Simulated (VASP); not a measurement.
# ZnS (Wurtzite-6H): single point with PBE

The system is ZnS (Wurtzite-6H).

```xyz
12
Lattice="3.7864 0.0000 0.0000 -1.8932 3.2791 0.0000 0.0000 0.0000 18.5646" Properties=species:S:1:pos:R:3 pbc="T T T"
Zn    0.0000    2.1861   15.4704
Zn    1.8932    1.0930    6.1881
Zn    1.8932    1.0930   12.3764
Zn    0.0000    2.1861    3.0942
Zn    0.0000    0.0000    9.2823
Zn    0.0000    0.0000    0.0000
S     0.0000    2.1861   17.7910
S     1.8932    1.0930    8.5087
S     1.8932    1.0930   14.6970
S     0.0000    2.1861    5.4147
S     0.0000    0.0000   11.6028
S     0.0000    0.0000    2.3206
```

```
Program                : VASP 6.6.1
Task                   : single point
Functional             : PBE
Potentials or basis    : VASP PAW PBE potentials, release 64 (Zn, S)
Cutoff                 : 520 eV
k mesh                 : 8 × 8 × 2
Occupations            : fermi-dirac, width 0.05 eV
Spin                   : no spin polarisation
Dipole correction      : no
Further INCAR settings : ALGO = Normal; EDIFF = 1e-06; NBANDS = 66
```

```
Pressure               : 3.9 GPa
Largest force          : 0.033 eV/Å
Band gap on the k mesh : 2.26 eV, direct
```

Forces in eV/Å, atoms in the order of the input:
```
Zn   0.000  0.000  0.002
Zn   0.000  0.000  0.002
Zn   0.000  0.000  0.019
Zn   0.000  0.000  0.019
Zn   0.000  0.000 -0.004
Zn   0.000  0.000 -0.004
S    0.000  0.000 -0.033
S    0.000  0.000 -0.033
S    0.000  0.000 -0.008
S    0.000  0.000 -0.008
S    0.000  0.000  0.024
S    0.000  0.000  0.024
```

Levels at points of the mesh, in eV from the valence-band top:
```tsv
k point	band 50	band 51	band 52	band 53	band 54	band 55	band 56	band 57	band 58	band 59
(0.00, 0.00, 0.00)	-0.25	-0.25	-0.02	0.00	0.00	2.26	3.27	3.33	3.38	3.46
(0.50, 0.00, 0.00)	-1.54	-1.31	-1.31	-1.13	-0.91	3.45	3.55	3.60	3.89	4.03
(0.00, 0.00, 0.50)	-0.49	-0.07	-0.07	-0.07	-0.07	2.73	2.73	3.32	3.32	3.60
(0.50, 0.00, 0.50)	-1.67	-1.26	-1.26	-1.02	-1.02	3.36	3.36	3.85	3.85	4.15
```

It took 7.4 min on 1 thread of Intel(R) Xeon(R) Platinum 8259CL CPU @ 2.50GHz (Skylake/Cascade Lake) (shared host), peak memory 0.45 GiB.

A k mesh can miss the band edges. Expect the measured gap to be larger: semilocal functionals such as PBE lack the derivative discontinuity.
